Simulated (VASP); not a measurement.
# Si2BiTe5 in VASP: a series of runs

Runs on Si2BiTe5. Level: PBE. Tasks: single point, relaxation of cell and atoms.

Everything below comes from runs of VASP 6.6.1. Logs are shortened: lines on timing, memory, paths and dates and some standing lists are left out, and cuts for length are marked.

**1. The cell of the first run**

Symmetry: P3m1, No. 156, trigonal system. The conventional cell has a = 4.012 Å, b = 4.012 Å, c = 17.293 Å, α = 90.00°, β = 90.00°, γ = 120.00°. Si (site symmetry 3m) has 6 Te at 2.77 to 2.81 Å within 3.7 Å. Within 3.6 Å of Si (site symmetry 3m) lie 6 Te at 2.74 to 2.86 Å. Within 4.0 Å of Bi (site symmetry 3m) lie 6 Te at 3.02 to 3.38 Å. Te (site symmetry 3m) has 3 Si at 2.81 Å and 3 Te at 3.65 Å within 3.7 Å. Within 3.7 Å of Te (site symmetry 3m) lie 3 Si at 2.77 Å. Te (site symmetry 3m) has 3 Si at 2.74 Å within 3.6 Å. Within 3.8 Å of Te (site symmetry 3m) lie 3 Si at 2.86 Å and 3 Bi at 3.38 Å. Te (site symmetry 3m) has 3 Bi at 3.02 Å and 3 Te at 3.65 Å within 4.0 Å.

**2. Single point, PBE**

INCAR

```
SYSTEM = Si2BiTe5
PREC = Accurate ; ENCUT = 520
EDIFF = 1E-6 ; ISMEAR = 0
SIGMA = 0.2 ; LREAL = .FALSE.
LASPH = .TRUE. ; NELM = 80
ALGO = Normal ; ISIF = 2
LWAVE = .FALSE. ; LCHARG = .FALSE.
GGA = PE ; NBANDS = 36
```

KPOINTS

```
Automatic mesh
0
G
  5 5 1
  0 0 0
```

POSCAR

```
Si2BiTe5
1.0
    4.0117994307      0.0000000000      0.0000000000
   -2.0058997154      3.4743202219      0.0000000000
    0.0000000000      0.0000000000     17.2930613795
Si Bi Te
2 1 5
Direct
    0.0000000000      0.0000000000      0.7078696689
    0.3333333333      0.6666666667      0.1023660402
    0.0000000000      0.0000000000      0.3411941457
    0.6666666667      0.3333333333      0.6161753198
    0.3333333333      0.6666666667      0.7958760870
    0.0000000000      0.0000000000      0.0173896231
    0.6666666667      0.3333333333      0.1991757441
    0.3333333333      0.6666666667      0.4529533713
```

Potentials or basis: VASP PAW PBE potentials, release 64 (Si, Bi_d, Te).

Launch:

```
$ cat potpaw_PBE.64/Si/POTCAR potpaw_PBE.64/Bi_d/POTCAR potpaw_PBE.64/Te/POTCAR > POTCAR
$ mpirun -np 1 vasp_std > vasp.out
```

OUTCAR:

```text
SYSTEM = Si2BiTe5
   PREC = Accurate
   ENCUT = 520
   EDIFF = 1E-6
   ISMEAR = 0
   LREAL = .FALSE.
   LASPH = .TRUE.
   NELM = 80
   ISIF = 2
   GGA = PE

 ion  position               nearest neighbor table
   1  0.000  0.000  0.708-   5 2.77   5 2.77   5 2.77   4 2.81   4 2.81   4 2.81
   2  0.333  0.667  0.102-   6 2.74   6 2.74   6 2.74   7 2.86   7 2.86   7 2.86
   3  0.000  0.000  0.341-   8 3.02   8 3.02   8 3.02   7 3.38   7 3.38   7 3.38
   4  0.667  0.333  0.616-   1 2.81   1 2.81   1 2.81   8 3.65   8 3.65   8 3.65
   5  0.333  0.667  0.796-   1 2.77   1 2.77   1 2.77
   6  0.000  0.000  0.017-   2 2.74   2 2.74   2 2.74
   7  0.667  0.333  0.199-   2 2.86   2 2.86   2 2.86   3 3.38   3 3.38   3 3.38
   8  0.333  0.667  0.453-   3 3.02   3 3.02   3 3.02   4 3.65   4 3.65   4 3.65

  LATTYP: Found a hexagonal cell.
 ALAT       =     4.0117994307
 C/A-ratio  =     4.3105498364

  Lattice vectors:

 A1 = (   4.0117994307,   0.0000000000,   0.0000000000)
 A2 = (  -2.0058997154,   3.4743202219,   0.0000000000)
 A3 = (   0.0000000000,   0.0000000000,  17.2930613795)

Analysis of symmetry for initial positions (statically):
=====================================================================
 Subroutine PRICEL returns:
 Original cell was already a primitive cell.

 Routine SETGRP: Setting up the symmetry group for a
 hexagonal supercell.

 Subroutine GETGRP returns: Found  6 space group operations
 (whereof  6 operations were pure point group operations)
 out of a pool of 24 trial point group operations.

The static configuration has the point symmetry C_3v.

Analysis of symmetry for dynamics (positions and initial velocities):
=====================================================================
 Subroutine PRICEL returns:
 Original cell was already a primitive cell.

 Routine SETGRP: Setting up the symmetry group for a
 hexagonal supercell.

 Subroutine GETGRP returns: Found  6 space group operations
 (whereof  6 operations were pure point group operations)
 out of a pool of 24 trial point group operations.

The dynamic configuration has the point symmetry C_3v.

 Subroutine INISYM returns: Found  6 space group operations
 (whereof  6 operations are pure point group operations),
 and found     1 'primitive' translations

----------------------------------------------------------------------------------------

                                     Primitive cell

  volume of cell :     241.0355

  direct lattice vectors                    reciprocal lattice vectors
[... 88 lines left out ...]
   TEBEG  =    0.0;   TEEND  =   0.0 temperature during run
   PSTRESS=    0.0 pullay stress
   NELECT =      53.0000    total number of electrons
   NUPDOWN=      -1.0000    fix difference up-down
   EMIN   =  10.00;   EMAX   =-10.00  energy-range for DOS
   EFERMI =   0.00;   METHOD = LEGACY
   ISMEAR =     0;   SIGMA  =   0.20  broadening in eV -4-tet -1-fermi 0-gaus
   EFERMI_NEDOS =   21; number of points for ismear=-14 and -15
   IALGO  =     38    algorithm
   IMIX   =      4    mixing-type and parameters
     AMIX     =   0.40;   BMIX     =  1.00
     AMIX_MAG =   1.60;   BMIX_MAG =  1.00
  volume/ion in A,a.u.               =      30.13       203.32
  Fermi-wavevector in a.u.,A,eV,Ry     =   0.988113  1.867262 13.284275  0.976367
  Thomas-Fermi vector in A             =   2.119616
   LORBIT       =      0    0 simple, 1 ext, 2 COOP (PROOUT), +10 PAW based schemes
   GGA     = PE    functional components
   LHFCALC =     F    Hartree Fock is set to
   AEXX    =    0.0000 exact exchange contribution
   IVDW    =     0    specifies the selected vdW correction
   LEPSILON=     F    determine dielectric tensor
   LRPA    =     F    only Hartree local field effects (RPA)
 non-spin polarized calculation
 Gauss-broadening in eV      SIGMA  =   0.20
  energy-cutoff  :      520.00
  volume of cell :      241.04
 maximum number of plane-waves:      6515
 NGX is ok and might be reduce to    30
   NGX = 15   NGY = 15   NGZ = 65

 number of electron      52.9999998 magnetization

 Free energy of the ion-electron system (eV)
  ---------------------------------------------------
  ext. energy  EPLUGINS =         0.00000000
  ---------------------------------------------------
  free energy    TOTEN  =       -30.28897791 eV

  energy without entropy =      -30.22312254  energy(sigma->0) =      -30.25605022

 E-fermi :   5.9396     XC(G=0):  -9.2525

 val. band max:        5.8214289199   @ k =   0.4000  -0.0000   0.0000
 cond. band min:       5.9497959340   @ k =   0.4000   0.2000   0.0000
 fundamental gap:      0.1283670141
 Fermi energy:         5.9396410055

 k-point     1 :       0.0000    0.0000    0.0000
  band No.  band energies     occupation
      1     -17.2072      2.00000
      2     -17.2072      2.00000
      3     -17.2010      2.00000
      4     -17.1847      2.00000
      5     -17.1847      2.00000
      6      -7.5862      2.00000
[... 184 lines left out ...]
     35      10.4614      0.00000
     36      10.7309      0.00000

------------------------ aborting loop because EDIFF is reached ----------------------------------------

  FORCE on cell =-STRESS in cart. coord.  units (eV):
  Direction    XX          YY          ZZ          XY          YZ          ZX
  --------------------------------------------------------------------------------------
  -------------------------------------------------------------------------------------
  Total       -0.0616980     -0.0616980      0.2168892      0.0000000      0.0000000      0.0000000
  in kB       -0.4101104     -0.4101104      1.4416758      0.0000000      0.0000000      0.0000000
  external PRESSURE =       0.2071517 kB  Pullay stress =       0.0000000 kB

 VOLUME and BASIS-vectors are now :
 -----------------------------------------------------------------------------
  energy-cutoff  :      520.00
  volume of cell :      241.04
      direct lattice vectors                 reciprocal lattice vectors
     4.011799431  0.000000000  0.000000000     0.249264705  0.143913044  0.000000000
    -2.005899715  3.474320222  0.000000000     0.000000000  0.287826089  0.000000000
     0.000000000  0.000000000 17.293061379     0.000000000  0.000000000  0.057826661

 POSITION                                       TOTAL-FORCE (eV/Angst)
 -----------------------------------------------------------------------------------
      0.00000      0.00000     12.24123         0.000000     -0.000000     -0.002658
     -0.00000      2.31621      1.77022         0.000000     -0.000000      0.032356
      0.00000      0.00000      5.90029         0.000000     -0.000000     -0.072415
      2.00590      1.15811     10.65556        -0.000000     -0.000000     -0.008238
     -0.00000      2.31621     13.76313         0.000000     -0.000000      0.009887
      0.00000      0.00000      0.30072        -0.000000      0.000000     -0.029430
      2.00590      1.15811      3.44436         0.000000     -0.000000      0.006810
     -0.00000      2.31621      7.83295        -0.000000      0.000000      0.063689
 -----------------------------------------------------------------------------------
    total drift:                               -0.000000     -0.000000     -0.000490

  FREE ENERGIE OF THE ION-ELECTRON SYSTEM (eV)
  ---------------------------------------------------
  free  energy   TOTEN  =       -30.2889779129 eV

  energy  without entropy=      -30.2231225367  energy(sigma->0) =      -30.25605022
```

OSZICAR:

```text
N       E                     dE             d eps       ncg     rms          rms(c)
DAV:   1     0.343158611975E+03    0.34316E+03   -0.21055E+04   360   0.125E+03
DAV:   2     0.291342884243E+01   -0.34025E+03   -0.32898E+03   428   0.267E+02
DAV:   3    -0.294339531230E+02   -0.32347E+02   -0.31690E+02   460   0.887E+01
DAV:   4    -0.305762562756E+02   -0.11423E+01   -0.11339E+01   476   0.188E+01
DAV:   5    -0.306102614936E+02   -0.34005E-01   -0.33977E-01   552   0.308E+00    0.124E+01
DAV:   6    -0.304142419245E+02    0.19602E+00   -0.16177E+00   488   0.634E+00    0.792E+00
DAV:   7    -0.307782641073E+02   -0.36402E+00   -0.59332E+00   456   0.747E+00    0.356E+00
DAV:   8    -0.303038198663E+02    0.47444E+00   -0.20743E+00   452   0.489E+00    0.773E-01
DAV:   9    -0.302873209273E+02    0.16499E-01   -0.20147E-01   464   0.191E+00    0.543E-01
DAV:  10    -0.302890152251E+02   -0.16943E-02   -0.50825E-02   448   0.831E-01    0.523E-01
DAV:  11    -0.302890498376E+02   -0.34612E-04   -0.37227E-03   496   0.275E-01    0.480E-01
DAV:  12    -0.302890482918E+02    0.15458E-05   -0.67184E-04   448   0.111E-01    0.321E-01
DAV:  13    -0.302891458075E+02   -0.97516E-04   -0.27261E-03   424   0.242E-01    0.248E-01
DAV:  14    -0.302889913410E+02    0.15447E-03   -0.76240E-04   408   0.107E-01    0.126E-01
DAV:  15    -0.302889873637E+02    0.39772E-05   -0.58051E-05   472   0.296E-02    0.970E-02
DAV:  16    -0.302889842605E+02    0.31032E-05   -0.30731E-06   436   0.831E-03    0.783E-02
DAV:  17    -0.302889783185E+02    0.59420E-05   -0.39512E-05   424   0.234E-02    0.237E-02
DAV:  18    -0.302889779129E+02    0.40562E-06   -0.40446E-06   400   0.788E-03
   1 F= -.30288978E+02 E0= -.30256050E+02  d E =-.658554E-01
```

Run time: 54 s. Hardware: 1 thread of Intel Xeon 6975P-C (Granite Rapids), shared host; peak memory 0.35 GiB.

What came out:

```yaml
Free_energy: -30.2890 eV
Pressure: 0.0 GPa
Largest_force: 0.072 eV/Å
```

Forces on the atoms (eV/Å):
```
Si   0.000  0.000 -0.003
Si   0.000  0.000  0.032
Bi   0.000  0.000 -0.072
Te   0.000  0.000 -0.008
Te   0.000  0.000  0.010
Te   0.000  0.000 -0.029
Te   0.000  0.000  0.007
Te   0.000  0.000  0.064
```

Stress tensor (GPa, compression positive):
```
-0.04  0.00  0.00
 0.00 -0.04  0.00
 0.00  0.00  0.14
```

Caveat: the k points lie up to 0.36 Å⁻¹ apart; spin-orbit coupling is left out, which moves the levels of the heavy elements; this functional lacks dispersion, which binds the layers, so the pressure and a relaxed spacing across them are unreliable.

**3. Single point, PBE**

This run uses another cell than the first one, of 29.76 Å³/atom, 0.988 times its volume.

INCAR

```
ALGO = Normal
EDIFF = 1E-6
ENCUT = 520
GGA = PE
ISIF = 2
ISMEAR = 0
LASPH = T
LCHARG = F
LREAL = F
LWAVE = F
NBANDS = 36
NELM = 80
PREC = Accurate
SIGMA = 0.2
```

KPOINTS

```
k-points
0
Gamma
  6 6 2
```

POSCAR

```
Si2BiTe5
1.0
    3.9980642777      0.0000000000      0.0000000000
   -1.9990321389      3.4624252304      0.0000000000
    0.0000000000      0.0000000000     17.1995215464
Si Bi Te
2 1 5
Direct
    1.0000000000      1.0000000000      0.7154350833
    0.3333333333      0.6666666667      0.0964559294
    0.0000000000      0.0000000000      0.3362721506
    0.6666666667      0.3333333333      0.6237407824
    0.3333333333      0.6666666667      0.8053351384
    1.0000000000      1.0000000000      0.0102758867
    0.6666666667      0.3333333333      0.1958715587
    0.3333333333      0.6666666667      0.4496134706
```

Potentials or basis: VASP PAW PBE potentials, release 64 (Si, Bi_d, Te).

Launch:

```
$ cat potpaw_PBE.64/Si/POTCAR potpaw_PBE.64/Bi_d/POTCAR potpaw_PBE.64/Te/POTCAR > POTCAR
$ mpirun -np 1 vasp_std > vasp.out
```

It took 98 s on 1 thread of Intel Xeon 6975P-C (Granite Rapids), shared host; peak memory 0.38 GiB.

Results (log left out):

```yaml
Free_energy: -30.2544 eV
Pressure: 0.0 GPa
Largest_force: 0.057 eV/Å
```

Forces on the atoms (eV/Å):
```
Si   0.000  0.000 -0.004
Si   0.000  0.000  0.030
Bi   0.000  0.000  0.003
Te   0.000  0.000 -0.057
Te   0.000  0.000  0.043
Te   0.000  0.000  0.019
Te   0.000  0.000 -0.037
Te   0.000  0.000  0.003
```

Stress tensor (GPa, compression positive):
```
 0.12  0.00  0.00
 0.00  0.12  0.00
 0.00  0.00 -0.15
```

Levels at points of the mesh, in eV from the Fermi level:
```csv
k point,band 24,band 25,band 26,band 27,band 28,band 29
"(0.00, 0.00, 0.00)",-0.48,-0.35,-0.35,0.70,0.92,1.78
"(0.50, 0.00, 0.00)",-1.06,-0.89,-0.65,-0.56,-0.28,1.19
"(0.00, 0.00, 0.50)",-0.33,-0.33,0.00,0.24,1.05,1.78
"(0.50, 0.00, 0.50)",-1.23,-0.95,-0.57,-0.49,-0.40,1.30
```

Caveat: spin-orbit coupling is left out, which moves the levels of the heavy elements; this functional lacks dispersion, which binds the layers, so the pressure and a relaxed spacing across them are unreliable.

**4. Relaxation of cell and atoms, PBE**

This run uses another cell than the first one, of 27.88 Å³/atom, 0.925 times its volume.

INCAR

```
PREC     = Accurate       # precision mode
ENCUT    = 600            # plane-wave cutoff, eV
EDIFF    = 1E-6           # SCF threshold, eV
ISMEAR   = 0              # smearing method
SIGMA    = 0.2            # smearing width, eV
LREAL    = F              # projectors in reciprocal space
LASPH    = T              # aspherical terms in the spheres
NELM     = 80             # most SCF steps
ALGO     = Normal         # electronic algorithm
ISIF     = 3              # what is computed and relaxed
LWAVE    = F              # write WAVECAR
LCHARG   = F              # write CHGCAR
GGA      = PE             # functional
IBRION   = 2              # ionic algorithm
NSW      = 36             # ionic steps
EDIFFG   = -0.08          # ionic threshold
```

KPOINTS

```
Automatic mesh
0
Gamma
  5 5 1
```

POSCAR

```
Si2BiTe5
1.0
    4.0500000000      0.0000000000      0.0000000000
   -2.0250000000      3.5074028900      0.0000000000
    0.0000000000      0.0000000000     15.7000000000
Si Bi Te
2 1 5
Direct
    0.0000000000      0.0000000000      0.7200000000
    0.3333333300      0.6666666700      0.0950000000
    0.0000000000      0.0000000000      0.3300000000
    0.6666666700      0.3333333300      0.6200000000
    0.3333333300      0.6666666700      0.8200000000
    0.0000000000      0.0000000000      0.0000000000
    0.6666666700      0.3333333300      0.2050000000
    0.3333333300      0.6666666700      0.4430000000
```

Launch:

```
$ cat potpaw_PBE.64/Si/POTCAR potpaw_PBE.64/Bi_d/POTCAR potpaw_PBE.64/Te/POTCAR > POTCAR
$ mpirun -np 1 vasp_std > vasp.out
```

It took 4.9 min on 1 thread of Intel Xeon 6975P-C (Granite Rapids), shared host; peak memory 0.4 GiB.

Results (log left out):

```
Free energy                            : -30.2604 eV
Relaxed volume                         : 29.42 Å³/atom
Relaxed cell                           : a = 4.017 Å, b = 4.017 Å, c = 16.847 Å, α = 90.00°, β = 90.00°, γ = 120.00°
Space group after relaxing (to 0.05 Å) : P3m1 (No. 156)
Energy gained by relaxing              : 53.5 meV/atom
Ionic steps                            : 10
Pressure after relaxing                : 0.0 GPa
Largest force after relaxing           : 0.064 eV/Å
```

Forces in eV/Å, atoms in the order of the input:
```
Si   0.000  0.000 -0.064
Si   0.000  0.000  0.016
Bi   0.000  0.000 -0.010
Te   0.000  0.000 -0.042
Te   0.000  0.000 -0.047
Te   0.000  0.000  0.063
Te   0.000  0.000  0.061
Te   0.000  0.000  0.022
```

The path:
```tsv
step	energy change (eV)	largest force (eV/Å)	pressure (GPa)	volume (Å³)
1	0.0000	1.3499	3.20	223.02
2	-0.1995	0.5587	-1.68	241.47
3	-0.2138	0.6674	-0.80	237.42
4	-0.2968	0.4844	-0.52	235.87
5	-0.3895	0.3247	0.42	232.12
6	-0.4157	0.2288	-0.17	235.05
7	-0.4191	0.2149	-0.44	236.52
8	-0.4239	0.1303	0.36	234.19
9	-0.4260	0.1089	0.08	235.01
10	-0.4282	0.0637	0.05	235.40
```

Final structure:
```
Si Bi Te
1.0
     4.01669    0.00000    0.00000
    -2.00835    3.47856    0.00000
     0.00000    0.00000   16.84747
Si Bi Te
2 1 5
Cartesian
  0.0000 0.0000 12.1322
  0.0000 2.3190 1.5457
  0.0000 0.0000 5.6807
  2.0083 1.1595 10.5574
  0.0000 2.3190 13.6518
  4.0167 0.0000 0.0751
  2.0083 1.1595 3.2096
  0.0000 2.3190 7.6153
```

Levels at points of the mesh, in eV from the Fermi level:
| k point | band 22 | band 23 | band 24 | band 25 | band 26 | band 27 | band 28 | band 29 | band 30 | band 31 |
| --- | --- | --- | --- | --- | --- | --- | --- | --- | --- | --- |
| (0.00, 0.00, 0.00) | -0.84 | -0.68 | -0.68 | -0.42 | -0.42 | 0.61 | 0.90 | 1.59 | 1.70 | 1.70 |

Caveat: the k points lie up to 0.37 Å⁻¹ apart in the final cell; spin-orbit coupling is left out, which moves the levels of the heavy elements; this functional lacks dispersion, which binds the layers, so the pressure and a relaxed spacing across them are unreliable; the relaxation stopped at a loose force limit of 0.08 eV/Å, so its end isn't a converged minimum.

(Continued in part 2 of 3.)
